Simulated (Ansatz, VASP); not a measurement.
Two plane-wave programs on MnPt

```
Mn Pt
1.0
     2.76180    0.00000    0.00000
     0.00000    2.76180    0.00000
     0.00000    0.00000    3.56618
Mn Pt
1 1
Direct
  0.00000 0.00000 0.00000
  0.50000 0.50000 0.50000
```

Alike in both runs: functional LDA; k mesh 16 × 16 × 12; occupations gaussian, width 0.05 eV; collinear spin.

Ansatz relaxed the structure, and its values are those at the end. VASP's run is a single point on that final structure, the one shown.

|  | VASP | Ansatz |
| --- | --- | --- |
| version | VASP 6.6.1 | Ansatz 0.2.0 |
| potentials or method | VASP PAW LDA potentials, release 64 (Mn_pv, Pt), cutoff 520 eV | scalar-relativistic, plane waves, PAW |
| valence electrons in the cell | 23 | 33 |

Ansatz gave:

```
gap on the k mesh at the Fermi level (eV)                     : none
pressure (GPa)                                                : 0.0
net moment per atom (μB)                                      : 1.82
size of the moment on the site where the two differ most (μB) : 3.23
```

Q: Estimate VASP's values.

A: gap on the k mesh at the Fermi level (eV): none; pressure (GPa): -1.5; net moment per atom (μB): 1.74; size of the moment on the site where the two differ most (μB): 3.10.

LDA's correlation is that of Perdew and Zunger in VASP and of Perdew and Wang (1992) in Ansatz. Site moments also hang on the region over which each program counts them. A gap of «none» marks a metal or a gap that the smearing closes. VASP's potentials hold 23 valence electrons a cell and Ansatz's 33, so a difference there can come from the potentials and not from the codes.

Neither program's run includes spin-orbit coupling.
